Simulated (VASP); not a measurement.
# LiH3 in VASP: notebook

The runs below take LiH3 through single point, with PBE.

All numbers are computed with VASP 6.6.1; they aren't measurements. Logs are shortened: lines on timing, memory, paths and dates and some standing lists are left out, and cuts for length are marked.

## (1) The cell of the first run

The structure is tetragonal, space group I4/mmm (No. 139). The conventional cell has a = 3.044 Å, b = 3.044 Å, c = 4.434 Å, α = 90.00°, β = 90.00°, γ = 90.00°. Li (site symmetry 4/mmm) has 14 H at 1.88 to 2.22 Å within 2.5 Å. Within 2.5 Å of H (site symmetry 4/mmm) lie 8 H at 1.88 Å and 6 Li at 2.15 to 2.22 Å. H (site symmetry -4m2) has 4 Li at 1.88 Å and 10 H at 1.88 to 2.22 Å within 2.5 Å.

## (2) Single point, PBE

Contents of INCAR:

```
PREC = Accurate ; ENCUT = 520
EDIFF = 1E-6 ; ISMEAR = 0
SIGMA = 0.1 ; LREAL = False
LASPH = True ; NELM = 80
ALGO = Normal ; ISIF = 2
LWAVE = False ; LCHARG = False
GGA = PE ; NBANDS = 11
```

Contents of KPOINTS:

```
Automatic mesh
0
Gamma
  8 8 8
```

Contents of POSCAR:

```
LiH3
1.0
   -1.5219333760      1.5219333760      2.2170008744
    1.5219333760     -1.5219333760      2.2170008744
    1.5219333760      1.5219333760     -2.2170008744
Li H
1 3
Direct
    0.0000000000      0.0000000000      0.0000000000
    0.5000000000      0.5000000000      0.0000000000
    0.2500000000      0.7500000000      0.5000000000
    0.7500000000      0.2500000000      0.5000000000
```

Potentials or basis: VASP PAW PBE potentials, release 64 (Li_sv, H).

The run is started by

```bash
$ cat potpaw_PBE.64/Li_sv/POTCAR potpaw_PBE.64/H/POTCAR > POTCAR
$ mpirun -np 1 vasp_std > vasp.out
```

OUTCAR:

```text
PREC = Accurate
   ENCUT = 520
   EDIFF = 1E-6
   ISMEAR = 0
   LREAL = False
   LASPH = True
   NELM = 80
   ISIF = 2
   GGA = PE

 ion  position               nearest neighbor table
   1  0.000  0.000  0.000-
   2  0.500  0.500  0.000-
   3  0.250  0.750  0.500-
   4  0.750  0.250  0.500-

  LATTYP: Found a body centered tetragonal cell.
 ALAT       =     3.0438667520
 C/A-ratio  =     1.4567003453

  Lattice vectors:

 A1 = (  -1.5219333760,   1.5219333760,   2.2170008744)
 A2 = (   1.5219333760,  -1.5219333760,   2.2170008744)
 A3 = (   1.5219333760,   1.5219333760,  -2.2170008744)

Analysis of symmetry for initial positions (statically):
=====================================================================
 Subroutine PRICEL returns:
 Original cell was already a primitive cell.

 Routine SETGRP: Setting up the symmetry group for a
 body centered tetragonal supercell.

 Subroutine GETGRP returns: Found 16 space group operations
 (whereof 16 operations were pure point group operations)
 out of a pool of 16 trial point group operations.

The static configuration has the point symmetry D_4h.

Analysis of symmetry for dynamics (positions and initial velocities):
=====================================================================
 Subroutine PRICEL returns:
 Original cell was already a primitive cell.

 Routine SETGRP: Setting up the symmetry group for a
 body centered tetragonal supercell.

 Subroutine GETGRP returns: Found 16 space group operations
 (whereof 16 operations were pure point group operations)
 out of a pool of 16 trial point group operations.

The dynamic configuration has the point symmetry D_4h.

 Subroutine INISYM returns: Found 16 space group operations
 (whereof 16 operations are pure point group operations),
 and found     1 'primitive' translations

----------------------------------------------------------------------------------------

                                     Primitive cell

  volume of cell :      20.5408

  direct lattice vectors                    reciprocal lattice vectors
    -1.521933376  1.521933376  2.217000874     0.000000000  0.328529493  0.225529907
     1.521933376 -1.521933376  2.217000874     0.328529493  0.000000000  0.225529907
     1.521933376  1.521933376 -2.217000874     0.328529493  0.328529493  0.000000000

  length of vectors
     3.089928038  3.089928038  3.089928038     0.398491363  0.398491363  0.464610864

  position of ions in fractional coordinates (direct lattice)
     0.000000000  0.000000000  0.000000000
     0.500000000  0.500000000  0.000000000
     0.250000000  0.750000000  0.500000000
     0.750000000  0.250000000  0.500000000

  ion indices of the primitive-cell ions
   primitive index   ion index
                 1           1
                 2           2
                 3           3
                 4           4

----------------------------------------------------------------------------------------

 KPOINTS: Automatic mesh

Automatic generation of k-mesh.
 Grid dimensions read from file:
 generate k-points for:    8    8    8

 Generating k-lattice:

  Cartesian coordinates                     Fractional coordinates (reciprocal lattice)
     0.000000000  0.041066187  0.028191238     0.125000000  0.000000000 -0.000000000
     0.041066187  0.000000000  0.028191238     0.000000000  0.125000000 -0.000000000
     0.041066187  0.041066187  0.000000000     0.000000000  0.000000000  0.125000000

  Length of vectors
     0.049811420  0.049811420  0.058076358

  Shift w.r.t. Gamma in fractional coordinates (k-lattice)
     0.000000000  0.000000000  0.000000000

 Subroutine IBZKPT returns following result:
 ===========================================

 Found     59 irreducible k-points:

 Following reciprocal coordinates:
            Coordinates               Weight
  0.000000  0.000000  0.000000      1.000000
  0.125000  0.000000  0.000000      8.000000
  0.250000  0.000000  0.000000      8.000000
  0.375000 -0.000000  0.000000      8.000000
  0.500000  0.000000  0.000000      4.000000
  0.125000  0.125000  0.000000      8.000000
[... 16 lines left out ...]
  0.250000  0.125000  0.125000     16.000000
  0.375000  0.125000  0.125000      8.000000
 [... further k-points ...]
   k-points           NKPTS =     59   k-points in BZ     NKDIM =     59   number of bands    NBANDS=     11
   number of dos      NEDOS =    301   number of ions     NIONS =      4
   total plane-waves  NPLWV =  13824
   dimension x,y,z NGX =    24 NGY =   24 NGZ =   24
   dimension x,y,z NGXF=    48 NGYF=   48 NGZF=   48
   ions per type =               1   3
   NGX,Y,Z   is equivalent  to a cutoff of  12.91, 12.91, 12.91 a.u.
   NGXF,Y,Z  is equivalent  to a cutoff of  25.83, 25.83, 25.83 a.u.
 SYSTEM =  unknown system
   PREC   = accura    normal or accurate (medium, high low for compatibility)
   ISTART =      0    job   : 0-new  1-cont  2-samecut
   ICHARG =      2    charge: 1-file 2-atom 10-const
   ISPIN  =      1    spin polarized calculation?
   LNONCOLLINEAR =      F non collinear calculations
   LSORBIT =      F    spin-orbit coupling
   LASPH  =      T    aspherical Exc in radial PAW
   ENCUT  =  520.0 eV  38.22 Ry    6.18 a.u.   5.75  5.75  5.75*2*pi/ulx,y,z
   NELM   =     80;   NELMIN=  2; NELMDL= -5     # of ELM steps
   EDIFF  = 0.1E-05   stopping-criterion for ELM
   LREAL  =      F    real-space projection
   EDIFFG = 0.1E-04   stopping-criterion for IOM
   NSW    =      0    number of steps for IOM
   IBRION =     -1    ionic relax: 0-MD 1-quasi-New 2-CG
   NFREE  =      0    steps in history (QN), initial steepest desc. (CG)
   ISIF   =      2    stress and relaxation
   ISYM   =      2    0-nonsym 1-usesym 2-fastsym
   POTIM  = 0.5000    time-step for ionic-motion
   TEBEG  =    0.0;   TEEND  =   0.0 temperature during run
   PSTRESS=    0.0 pullay stress
   NELECT =       6.0000    total number of electrons
   NUPDOWN=      -1.0000    fix difference up-down
   EMIN   =  10.00;   EMAX   =-10.00  energy-range for DOS
   EFERMI =   0.00;   METHOD = LEGACY
   ISMEAR =     0;   SIGMA  =   0.10  broadening in eV -4-tet -1-fermi 0-gaus
   EFERMI_NEDOS =   21; number of points for ismear=-14 and -15
   IALGO  =     38    algorithm
   IMIX   =      4    mixing-type and parameters
     AMIX     =   0.40;   BMIX     =  1.00
     AMIX_MAG =   1.60;   BMIX_MAG =  1.00
  volume/ion in A,a.u.               =       5.14        34.65
  Fermi-wavevector in a.u.,A,eV,Ry     =   1.086224  2.052666 16.053287  1.179883
  Thomas-Fermi vector in A             =   2.222356
   LORBIT       =      0    0 simple, 1 ext, 2 COOP (PROOUT), +10 PAW based schemes
   GGA     = PE    functional components
   LHFCALC =     F    Hartree Fock is set to
   AEXX    =    0.0000 exact exchange contribution
   IVDW    =     0    specifies the selected vdW correction
   LEPSILON=     F    determine dielectric tensor
   LRPA    =     F    only Hartree local field effects (RPA)
 non-spin polarized calculation
 Gauss-broadening in eV      SIGMA  =   0.10
  energy-cutoff  :      520.00
  volume of cell :       20.54
 maximum number of plane-waves:       566
   NGX = 11   NGY = 11   NGZ = 11

 number of electron       5.9999998 magnetization

 Free energy of the ion-electron system (eV)
  ---------------------------------------------------
  ext. energy  EPLUGINS =         0.00000000
  ---------------------------------------------------
  free energy    TOTEN  =        -9.85157488 eV

  energy without entropy =       -9.84868581  energy(sigma->0) =       -9.85013035

 E-fermi :   1.2588     XC(G=0):  -9.6953

 val. band max:        1.2328795751   @ k =   0.5000   0.2500   0.1250
 cond. band min:       1.2912013528   @ k =  -0.1250   0.2500   0.1250
 fundamental gap:      0.0583217777
 Fermi energy:         1.2588364839

 k-point     1 :       0.0000    0.0000    0.0000
  band No.  band energies     occupation
      1     -43.3177      2.00000
      2      -8.4559      2.00000
      3       5.3912      0.00000
      4       8.1071      0.00000
      5      14.9201      0.00000
      6      14.9201      0.00000
      7      15.0774      0.00000
      8      16.6166      0.00000
      9      16.6166      0.00000
     10      16.6486      0.00000
     11      21.6880      0.00000

 k-point     2 :       0.1250    0.0000    0.0000
  band No.  band energies     occupation
      1     -43.3142      2.00000
      2      -8.1802      2.00000
      3       4.6490      0.00000
      4       7.3775      0.00000
      5      13.0808      0.00000
      6      13.9965      0.00000
      7      14.0506      0.00000
      8      18.0992      0.00000
      9      18.1577      0.00000
     10      19.9669      0.00000
     11      20.5360      0.00000

 k-point     3 :       0.2500    0.0000    0.0000
  band No.  band energies     occupation
      1     -43.3054      2.00000
      2      -7.3604      2.00000
      3       2.3606      0.00000
      4       6.1292      0.00000
      5      13.0612      0.00000
      6      13.1436      0.00000
      7      13.3002      0.00000
      8      17.0462      0.00000
      9      17.8104      0.00000
     10      21.4099      0.00000
     11      21.7310      0.00000

 k-point     4 :       0.3750   -0.0000    0.0000
  band No.  band energies     occupation
      1     -43.2967      2.00000
      2      -6.0740      2.00000
      3      -0.3885      2.00000
      4       5.3572      0.00000
      5      12.7618      0.00000
      6      13.1393      0.00000
      7      14.2904      0.00000
      8      15.3343      0.00000
      9      15.8959      0.00000
     10      21.8045      0.00000
     11      25.0224      0.00000

 k-point     5 :       0.5000    0.0000    0.0000
  band No.  band energies     occupation
      1     -43.2930      2.00000
      2      -5.0633      2.00000
      3      -1.9535      2.00000
      4       5.0963      0.00000
      5      12.7962      0.00000
      6      13.2750      0.00000
      7      14.3942      0.00000
      8      15.0449      0.00000
      9      15.3545      0.00000
     10      20.7370      0.00000
     11      29.0919      0.00000
[... 211 lines left out ...]
 k-point    21 :       0.5000    0.5000    0.0000
  band No.  band energies     occupation
      1     -43.2844      2.00000
      2      -3.1930      2.00000
      3      -1.1626      2.00000
      4       1.5910      0.00000
      5       7.7558      0.00000
      6       7.8612      0.00000
      7      12.5479      0.00000
      8      21.5162      0.00000
      9      28.2527      0.00000
     10      28.9620      0.00000
     11      29.8679      0.00000

 k-point    22 :       0.1250    0.1250    0.1250
  band No.  band energies     occupation
      1     -43.2987      2.00000
      2      -6.5997      2.00000
      3       1.9450      0.00000
      4       4.1492      0.00000
      5      10.2692      0.00000
      6      11.5430      0.00000
      7      13.5921      0.00000
      8      18.4715      0.00000
      9      21.0932      0.00000
     10      21.7902      0.00000
     11      24.3551      0.00000

 k-point    23 :       0.2500    0.1250    0.1250
  band No.  band energies     occupation
      1     -43.2916      2.00000
      2      -5.2699      2.00000
      3      -0.1772      2.00000
      4       2.9373      0.00000
      5       9.7848      0.00000
      6      11.9433      0.00000
      7      13.4318      0.00000
      8      18.2166      0.00000
      9      20.9135      0.00000
     10      22.3694      0.00000
     11      24.0621      0.00000

 k-point    24 :       0.3750    0.1250    0.1250
  band No.  band energies     occupation
      1     -43.2887      2.00000
      2      -4.1300      2.00000
      3      -1.7516      2.00000
      4       2.6137      0.00000
      5       9.6649      0.00000
      6      11.5664      0.00000
      7      14.4724      0.00000
      8      17.8538      0.00000
      9      20.1902      0.00000
     10      21.5402      0.00000
     11      26.8919      0.00000

 [... further k-points ...]

------------------------ aborting loop because EDIFF is reached ----------------------------------------

  FORCE on cell =-STRESS in cart. coord.  units (eV):
  Direction    XX          YY          ZZ          XY          YZ          ZX
  --------------------------------------------------------------------------------------
  -------------------------------------------------------------------------------------
  Total       -0.0359368     -0.0359368     -0.0595422      0.0000000      0.0000000      0.0000000
  in kB       -2.8030593     -2.8030593     -4.6442806      0.0000000      0.0000000      0.0000000
  external PRESSURE =      -3.4167997 kB  Pullay stress =       0.0000000 kB

 VOLUME and BASIS-vectors are now :
 -----------------------------------------------------------------------------
  energy-cutoff  :      520.00
  volume of cell :       20.54
      direct lattice vectors                 reciprocal lattice vectors
    -1.521933376  1.521933376  2.217000874     0.000000000  0.328529493  0.225529907
     1.521933376 -1.521933376  2.217000874     0.328529493  0.000000000  0.225529907
     1.521933376  1.521933376 -2.217000874     0.328529493  0.328529493  0.000000000

 POSITION                                       TOTAL-FORCE (eV/Angst)
 -----------------------------------------------------------------------------------
      0.00000      0.00000      0.00000         0.000000     -0.000000      0.000000
      0.00000      0.00000      2.21700         0.000000     -0.000000      0.000000
      1.52193     -0.00000      1.10850        -0.000000      0.000000      0.000000
     -0.00000      1.52193      1.10850         0.000000      0.000000     -0.000000
 -----------------------------------------------------------------------------------
    total drift:                                0.000000      0.000000      0.000000

  FREE ENERGIE OF THE ION-ELECTRON SYSTEM (eV)
  ---------------------------------------------------
  free  energy   TOTEN  =        -9.8515748799 eV

  energy  without entropy=       -9.8486858126  energy(sigma->0) =       -9.85013035
```

It took 8.8 s on 1 thread of Intel Xeon Platinum 8259CL at 2.50GHz (Skylake/Cascade Lake), shared host; peak memory 0.13 GiB.

Results:

| Property | Result |
| --- | --- |
| Free energy | -9.8516 eV |
| Band gap on the k mesh | zero (bands 3 and 4 overlap by 6.78 eV) |

Caveat: the cutoff is under 1.25 times the usual one of these potentials, so pressure, stress and relaxed cells hold a basis-set (Pulay) error.

(Part 1 of 2 ends here.)
